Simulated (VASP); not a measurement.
# Bi: single point with PBE+D4

Bi:

```
CELL_PARAMETERS angstrom
3.43194 0.00000 0.00000
-1.14398 3.23566 0.00000
-1.14398 -1.61783 2.80217
ATOMIC_POSITIONS crystal
Bi 0.00000 0.00000 0.00000
```

```
Program             : VASP 6.6.1
Task                : single point
Functional          : PBE
Dispersion          : D4
Potentials or basis : VASP PAW PBE potentials, release 64 (Bi_d)
Cutoff              : 520 eV
k mesh              : 9 × 9 × 9
Occupations         : gaussian, width 0.1 eV
Spin                : collinear spin, ferromagnetic start
Starting moments    : [-0.54] μB
```

| Quantity | Value |
| --- | --- |
| Pressure | -1.8 GPa |
| Net moment | 0.00 μB per cell |
| Valence electrons inside the program's atomic spheres | Bi 12.74 |
| Dispersion energy per atom | -0.547 eV |

Levels at points of the mesh, in eV from the Fermi level:
Spin up:
```csv
k point,band 4,band 5,band 6,band 7,band 8,band 9,band 10,band 11
"(0.00, 0.00, 0.00)",-22.93,-22.93,-13.54,5.10,5.10,5.10,9.11,10.46
```
Spin down:
```csv
k point,band 3,band 4,band 5,band 6,band 7,band 8,band 9,band 10,band 11,band 12
"(0.00, 0.00, 0.00)",-23.05,-22.93,-22.93,-13.54,5.10,5.10,5.10,9.11,10.46,10.46
```

Wall time 25 s on 1 thread of Intel(R) Xeon(R) 6975P-C (Granite Rapids) (shared host), peak memory 0.18 GiB.

Caveat: spin-orbit coupling is left out, which moves the levels of the heavy elements; pairwise dispersion overbinds metals, which lowers pressure and volume.
